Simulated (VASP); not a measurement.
# CsPbCl3 (C2) in VASP: a series of runs

Runs on CsPbCl3. Level: PBEsol. Tasks: single point.

All numbers are computed with VASP 6.6.1; they aren't measurements. Logs are shortened: lines on timing, memory, paths and dates and some standing lists are left out, and cuts for length are marked.

## Step 1: The cell of the first run

The typed cell holds 5 atoms: a = 5.849 Å, b = 5.849 Å, c = 5.206 Å, α = 85.79°, β = 85.79°, γ = 98.19°.

## Step 2: Single point, PBEsol (strain +0.1125 x Voigt [1, -1, 0, 0, 0, 0])

Contents of INCAR:

```
SYSTEM = CsPbCl3
PREC = Accurate
ENCUT = 520
EDIFF = 1E-6
ISMEAR = 0
SIGMA = 0.05
LREAL = .False.
LASPH = .True.
NELM = 100
ALGO = Normal
ISIF = 2
LWAVE = .False.
LCHARG = .False.
GGA = PS
NBANDS = 30
```

Contents of KPOINTS:

```
regular mesh
0
Gamma
  6 6 6
  0 0 0
```

Contents of POSCAR:

```
CsPbCl3
1.0
    4.4201911669      2.0358640199      3.2437951379
   -4.4201911669      2.0358640199      3.2437951379
    0.0000000000     -4.0717280397      3.2437951379
Cs Pb Cl
1 1 3
Direct
    0.5000000000      0.5000000000      0.5000000000
    0.0000000000      0.0000000000      0.0000000000
    0.5000000000      0.0001652038      0.9998347962
    0.0001652038      0.9998347962      0.5000000000
    0.9998347962      0.5000000000      0.0001652038
```

Potentials or basis: VASP PAW PBE potentials, release 64 (Cs_sv, Pb_d, Cl).

Command:

```bash
$ cat potpaw_PBE.64/Cs_sv/POTCAR potpaw_PBE.64/Pb_d/POTCAR potpaw_PBE.64/Cl/POTCAR > POTCAR
$ mpirun -np 1 vasp_std > vasp.out
```

OUTCAR:

```text
SYSTEM = CsPbCl3
   PREC = Accurate
   ENCUT = 520
   EDIFF = 1E-6
   ISMEAR = 0
   LREAL = .False.
   LASPH = .True.
   NELM = 100
   ISIF = 2
   GGA = PS

 ion  position               nearest neighbor table
   1  0.500  0.500  0.500-
   2  0.000  0.000  0.000-   4 2.60   4 2.60   3 2.92   5 2.92   5 2.92   3 2.92
   3  0.500  0.000  1.000-   2 2.92   2 2.92
   4  0.000  1.000  0.500-   2 2.60   2 2.60
   5  1.000  0.500  0.000-   2 2.92   2 2.92

  LATTYP: Found a base centered monoclinic cell.
 ALAT       =     7.6594906369
 B/A-ratio  =     1.1541736589
 C/A-ratio  =     0.6796638632
 COS(beta)  =    -0.1119878078

  Lattice vectors:

 A1 = (  -4.4201911669,  -2.0358640199,  -3.2437951379)
 A2 = (   4.4201911669,  -2.0358640199,  -3.2437951379)
 A3 = (   0.0000000000,  -4.0717280397,   3.2437951379)

Analysis of symmetry for initial positions (statically):
=====================================================================
 Subroutine PRICEL returns:
 Original cell was already a primitive cell.

 Routine SETGRP: Setting up the symmetry group for a
 base centered monoclinic supercell.

 Subroutine GETGRP returns: Found  2 space group operations
 (whereof  2 operations were pure point group operations)
 out of a pool of  4 trial point group operations.

The static configuration has the point symmetry C_2 .

Analysis of symmetry for dynamics (positions and initial velocities):
=====================================================================
 Subroutine PRICEL returns:
 Original cell was already a primitive cell.

 Routine SETGRP: Setting up the symmetry group for a
 base centered monoclinic supercell.

 Subroutine GETGRP returns: Found  2 space group operations
 (whereof  2 operations were pure point group operations)
 out of a pool of  4 trial point group operations.

The dynamic configuration has the point symmetry C_2 .

 Subroutine INISYM returns: Found  2 space group operations
 (whereof  2 operations are pure point group operations),
 and found     1 'primitive' translations

----------------------------------------------------------------------------------------

                                     Primitive cell

  volume of cell :     175.1437

  direct lattice vectors                    reciprocal lattice vectors
     4.420191167  2.035864020  3.243795138     0.113117280  0.081865324  0.102760291
    -4.420191167  2.035864020  3.243795138    -0.113117280  0.081865324  0.102760291
     0.000000000 -4.071728040  3.243795138     0.000000000 -0.163730647  0.102760291

  length of vectors
     5.848507430  5.848507430  5.205878996     0.173369916  0.173369916  0.193306498

  position of ions in fractional coordinates (direct lattice)
     0.500000000  0.500000000  0.500000000
     0.000000000  0.000000000  0.000000000
     0.500000000  0.000165204  0.999834796
     0.000165204  0.999834796  0.500000000
     0.999834796  0.500000000  0.000165204

  ion indices of the primitive-cell ions
   primitive index   ion index
                 1           1
                 2           2
                 3           3
                 4           4
                 5           5

----------------------------------------------------------------------------------------

 KPOINTS: regular mesh

Automatic generation of k-mesh.
 Grid dimensions read from file:
 generate k-points for:    6    6    6

 Generating k-lattice:

  Cartesian coordinates                     Fractional coordinates (reciprocal lattice)
     0.018852880  0.013644221  0.017126715     0.166666667 -0.000000000  0.000000000
    -0.018852880  0.013644221  0.017126715    -0.000000000  0.166666667  0.000000000
     0.000000000 -0.027288441  0.017126715     0.000000000  0.000000000  0.166666667

  Length of vectors
     0.028894986  0.028894986  0.032217750

  Shift w.r.t. Gamma in fractional coordinates (k-lattice)
     0.000000000  0.000000000  0.000000000

 Subroutine IBZKPT returns following result:
 ===========================================

 Found     68 irreducible k-points:

 Following reciprocal coordinates:
            Coordinates               Weight
  0.000000  0.000000  0.000000      1.000000
  0.166667 -0.000000  0.000000      4.000000
  0.333333 -0.000000 -0.000000      4.000000
  0.500000  0.000000 -0.000000      2.000000
  0.166667  0.166667 -0.000000      2.000000
  0.333333  0.166667 -0.000000      4.000000
[... 16 lines left out ...]
 -0.333333  0.166667  0.166667      4.000000
 -0.166667  0.166667  0.166667      4.000000
 [... further k-points ...]
   k-points           NKPTS =     68   k-points in BZ     NKDIM =     68   number of bands    NBANDS=     30
   number of dos      NEDOS =    301   number of ions     NIONS =      5
   total plane-waves  NPLWV =  92160
   dimension x,y,z NGX =    48 NGY =   48 NGZ =   40
   dimension x,y,z NGXF=    96 NGYF=   96 NGZF=   80
   ions per type =               1   1   3
   NGX,Y,Z   is equivalent  to a cutoff of  13.64, 13.64, 12.77 a.u.
   NGXF,Y,Z  is equivalent  to a cutoff of  27.29, 27.29, 25.55 a.u.
 SYSTEM =  CsPbCl3
   PREC   = accura    normal or accurate (medium, high low for compatibility)
   ISTART =      0    job   : 0-new  1-cont  2-samecut
   ICHARG =      2    charge: 1-file 2-atom 10-const
   ISPIN  =      1    spin polarized calculation?
   LNONCOLLINEAR =      F non collinear calculations
   LSORBIT =      F    spin-orbit coupling
   LASPH  =      T    aspherical Exc in radial PAW
   ENCUT  =  520.0 eV  38.22 Ry    6.18 a.u.  10.87 10.87  9.68*2*pi/ulx,y,z
   NELM   =    100;   NELMIN=  2; NELMDL= -5     # of ELM steps
   EDIFF  = 0.1E-05   stopping-criterion for ELM
   LREAL  =      F    real-space projection
   EDIFFG = 0.1E-04   stopping-criterion for IOM
   NSW    =      0    number of steps for IOM
   IBRION =     -1    ionic relax: 0-MD 1-quasi-New 2-CG
   NFREE  =      0    steps in history (QN), initial steepest desc. (CG)
   ISIF   =      2    stress and relaxation
   ISYM   =      2    0-nonsym 1-usesym 2-fastsym
   POTIM  = 0.5000    time-step for ionic-motion
   TEBEG  =    0.0;   TEEND  =   0.0 temperature during run
   PSTRESS=    0.0 pullay stress
   NELECT =      44.0000    total number of electrons
   NUPDOWN=      -1.0000    fix difference up-down
   EMIN   =  10.00;   EMAX   =-10.00  energy-range for DOS
   EFERMI =   0.00;   METHOD = LEGACY
   ISMEAR =     0;   SIGMA  =   0.05  broadening in eV -4-tet -1-fermi 0-gaus
   EFERMI_NEDOS =   21; number of points for ismear=-14 and -15
   IALGO  =     38    algorithm
   IMIX   =      4    mixing-type and parameters
     AMIX     =   0.40;   BMIX     =  1.00
     AMIX_MAG =   1.60;   BMIX_MAG =  1.00
  volume/ion in A,a.u.               =      35.03       236.39
  Fermi-wavevector in a.u.,A,eV,Ry     =   1.032986  1.952060 14.518220  1.067059
  Thomas-Fermi vector in A             =   2.167210
   LORBIT       =      0    0 simple, 1 ext, 2 COOP (PROOUT), +10 PAW based schemes
   GGA     = PS    functional components
   LHFCALC =     F    Hartree Fock is set to
   AEXX    =    0.0000 exact exchange contribution
   IVDW    =     0    specifies the selected vdW correction
   LEPSILON=     F    determine dielectric tensor
   LRPA    =     F    only Hartree local field effects (RPA)
 non-spin polarized calculation
 Gauss-broadening in eV      SIGMA  =   0.05
  energy-cutoff  :      520.00
  volume of cell :      175.14
 maximum number of plane-waves:      4748
 NGX is ok and might be reduce to    48
   NGX = 21   NGY = 21   NGZ = 19

 number of electron      44.0000007 magnetization

 Free energy of the ion-electron system (eV)
  ---------------------------------------------------
  ext. energy  EPLUGINS =         0.00000000
  ---------------------------------------------------
  free energy    TOTEN  =       -17.99804227 eV

  energy without entropy =      -17.99804227  energy(sigma->0) =      -17.99804227

 E-fermi :   2.0591     XC(G=0):  -8.0244

 val. band max:        1.8417095688   @ k =   0.5000   0.5000   0.5000
 cond. band min:       2.8501836794   @ k =   0.5000   0.5000   0.5000
 fundamental gap:      1.0084741107
 Fermi energy:         2.0590734874

 k-point     1 :       0.0000    0.0000    0.0000
  band No.  band energies     occupation
      1     -19.5975      2.00000
      2     -15.3718      2.00000
      3     -14.9919      2.00000
      4     -14.8872      2.00000
      5     -14.8557      2.00000
      6     -14.8260      2.00000
[... 22 lines left out ...]
     29       7.3746      0.00000
     30       7.6013      0.00000

 k-point     2 :       0.1667   -0.0000    0.0000
  band No.  band energies     occupation
      1     -19.5971      2.00000
      2     -15.3710      2.00000
      3     -14.9816      2.00000
      4     -14.8869      2.00000
      5     -14.8559      2.00000
      6     -14.8260      2.00000
[... 22 lines left out ...]
     29       7.3847      0.00000
     30       7.5142      0.00000

 k-point     3 :       0.3333   -0.0000   -0.0000
  band No.  band energies     occupation
      1     -19.5962      2.00000
      2     -15.3694      2.00000
      3     -14.9612      2.00000
      4     -14.8860      2.00000
      5     -14.8561      2.00000
      6     -14.8260      2.00000
[... 22 lines left out ...]
     29       7.8193      0.00000
     30       7.9271      0.00000

 k-point     4 :       0.5000    0.0000   -0.0000
  band No.  band energies     occupation
      1     -19.5958      2.00000
      2     -15.3687      2.00000
      3     -14.9512      2.00000
      4     -14.8853      2.00000
      5     -14.8562      2.00000
      6     -14.8259      2.00000
[... 22 lines left out ...]
     29       8.0274      0.00000
     30       8.5728      0.00000

 k-point     5 :       0.1667    0.1667   -0.0000
  band No.  band energies     occupation
      1     -19.5966      2.00000
      2     -15.3702      2.00000
      3     -14.9711      2.00000
      4     -14.8868      2.00000
      5     -14.8560      2.00000
      6     -14.8260      2.00000
[... 22 lines left out ...]
     29       7.6188      0.00000
     30       7.6535      0.00000
[... 526 lines left out ...]
     29       7.7958      0.00000
     30       8.1917      0.00000

 k-point    22 :       0.5000    0.1667    0.1667
  band No.  band energies     occupation
      1     -19.5944      2.00000
      2     -15.2893      2.00000
      3     -14.9388      2.00000
      4     -14.8859      2.00000
      5     -14.8568      2.00000
      6     -14.8269      2.00000
[... 22 lines left out ...]
     29       7.7780      0.00000
     30       8.1107      0.00000

 k-point    23 :      -0.3333    0.1667    0.1667
  band No.  band energies     occupation
      1     -19.5948      2.00000
      2     -15.2905      2.00000
      3     -14.9491      2.00000
      4     -14.8866      2.00000
      5     -14.8567      2.00000
      6     -14.8271      2.00000
[... 22 lines left out ...]
     29       7.7105      0.00000
     30       7.9475      0.00000

 k-point    24 :      -0.1667    0.1667    0.1667
  band No.  band energies     occupation
      1     -19.5955      2.00000
      2     -15.2927      2.00000
      3     -14.9704      2.00000
      4     -14.8873      2.00000
      5     -14.8565      2.00000
      6     -14.8272      2.00000
[... 22 lines left out ...]
     29       7.4575      0.00000
     30       7.8177      0.00000

 [... further k-points ...]
[... 5 lines left out ...]
  --------------------------------------------------------------------------------------
  -------------------------------------------------------------------------------------
  Total       -2.7382778      4.3952250      1.3913844      0.0000000     -3.1495985      0.0000000
  in kB      -25.0491848     40.2065870     12.7280898      0.0000000    -28.8118593      0.0000000
  external PRESSURE =       9.2951640 kB  Pullay stress =       0.0000000 kB

 VOLUME and BASIS-vectors are now :
 -----------------------------------------------------------------------------
  energy-cutoff  :      520.00
  volume of cell :      175.14
      direct lattice vectors                 reciprocal lattice vectors
     4.420191167  2.035864020  3.243795138     0.113117280  0.081865324  0.102760291
    -4.420191167  2.035864020  3.243795138    -0.113117280  0.081865324  0.102760291
     0.000000000 -4.071728040  3.243795138     0.000000000 -0.163730647  0.102760291

 POSITION                                       TOTAL-FORCE (eV/Angst)
 -----------------------------------------------------------------------------------
      0.00000      0.00000      4.86569        -0.000181      0.000000      0.000000
      0.00000      0.00000      0.00000        -0.000958     -0.000000     -0.000000
      2.20937     -3.05279      4.86569        -0.000171     -0.000474     -0.000579
     -4.41873      0.00000      4.86569         0.001480      0.000000     -0.000000
      2.20937      3.05279      4.86569        -0.000171      0.000474      0.000579
 -----------------------------------------------------------------------------------
    total drift:                                0.000008     -0.000000      0.000000

  FREE ENERGIE OF THE ION-ELECTRON SYSTEM (eV)
  ---------------------------------------------------
  free  energy   TOTEN  =       -17.9980422712 eV

  energy  without entropy=      -17.9980422712  energy(sigma->0) =      -17.99804227
```

It took 4.1 min on 1 thread of Intel Xeon Platinum 8488C (Sapphire Rapids), shared host; peak memory 0.51 GiB.

What came out:

```
Free energy            : -17.9980 eV
Pressure               : 0.9 GPa
Band gap on the k mesh : 1.01 eV
```

Stress tensor (GPa, compression positive):
```
-2.50  0.00  0.00
 0.00  4.02 -2.88
 0.00 -2.88  1.27
```

Levels at points of the mesh, in eV from the valence-band top:
```
           k point  band 20  band 21  band 22  band 23  band 24  band 25
(0.00, 0.00, 0.00)    -2.46    -2.43    -2.24     3.11     3.89     4.24
(0.50, 0.00, 0.00)    -2.62    -2.50    -2.03     2.49     4.27     4.64
(0.50, 0.50, 0.00)    -2.64    -2.15    -1.41     2.04     2.45     5.03
(0.00, 0.00, 0.50)    -2.73    -2.32    -1.19     3.03     3.95     4.76
(0.50, 0.00, 0.50)    -2.75    -2.26    -0.58     1.75     2.83     4.10
(0.50, 0.50, 0.50)    -2.21    -2.13     0.00     1.01     1.62     2.36
```

Caveat: the cell differs from its parent crystal (strain +0.1125 x Voigt [1, -1, 0, 0, 0, 0]); the PAW data sets were made with another functional, which shifts forces and pressure a little; spin-orbit coupling is left out, which moves the levels of the heavy elements.

[end of part 1 of 2]
